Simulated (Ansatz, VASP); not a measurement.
**Si16N in VASP and in Ansatz**

```
Si N
1.0
     7.63103    0.00000    0.00000
    -3.81552    6.60867    0.00000
     0.00000    0.00000   28.98748
Si N
32 2
Cartesian
  1.9078 1.1014 4.0000
  0.0000 4.4058 4.0000
  5.7233 1.1014 4.0000
  3.8155 4.4058 4.0000
  0.0000 2.2029 4.7967
  -1.9078 5.5072 4.7967
  3.8155 2.2029 4.7967
  1.9078 5.5072 4.7967
  0.0000 2.2029 7.1565
  -1.9078 5.5072 7.1565
  3.8155 2.2029 7.1565
  1.9078 5.5072 7.1565
  1.9078 1.1014 7.9531
  0.0000 4.4058 7.9531
  5.7233 1.1014 7.9531
  3.8155 4.4058 7.9531
  1.9078 1.1014 10.3088
  0.0000 4.4058 10.3088
  5.7233 1.1014 10.3088
  3.8155 4.4058 10.3088
  0.0000 2.2029 11.0937
  -1.9078 5.5072 11.0937
  3.8155 2.2029 11.0937
  1.9078 5.5072 11.0937
  0.0000 2.2029 13.5012
  -1.9078 5.5072 13.5012
  3.8155 2.2029 13.5012
  1.9078 5.5072 13.5012
  1.9078 1.1014 14.1875
  0.0000 4.4058 14.1875
  5.7233 1.1014 14.1875
  3.8155 4.4058 14.1875
  2.8616 1.6522 17.2875
  2.8616 1.6522 18.3875
```

Alike in both runs: task single point; functional PBE; dispersion D3(BJ); k mesh 6 × 6 × 1; occupations gaussian, width 0.05 eV; no spin polarisation.

|  | VASP | Ansatz |
| --- | --- | --- |
| version | VASP 6.6.1 | Ansatz 0.2.0 |
| potentials or method | VASP PAW PBE potentials, release 64 (Si, N), cutoff 520 eV | scalar-relativistic, plane waves, PAW |
| valence electrons in the cell | 138 | 138 |

```csv
,VASP,Ansatz,Ansatz less VASP
gap on the k mesh at the Fermi level (eV),none,none,-
rms of the force components (eV/Å),0.351,0.183,-0.1684
```

Atom by atom the forces differ by 0.251 eV/Å (rms over components). A gap of «none» marks a metal or a gap that the smearing closes. One of these differences is far larger than is usual between the two programs; its cause wasn't traced.

Noted on VASP's run: the standard files for N, O and F lose accuracy on very short bonds.
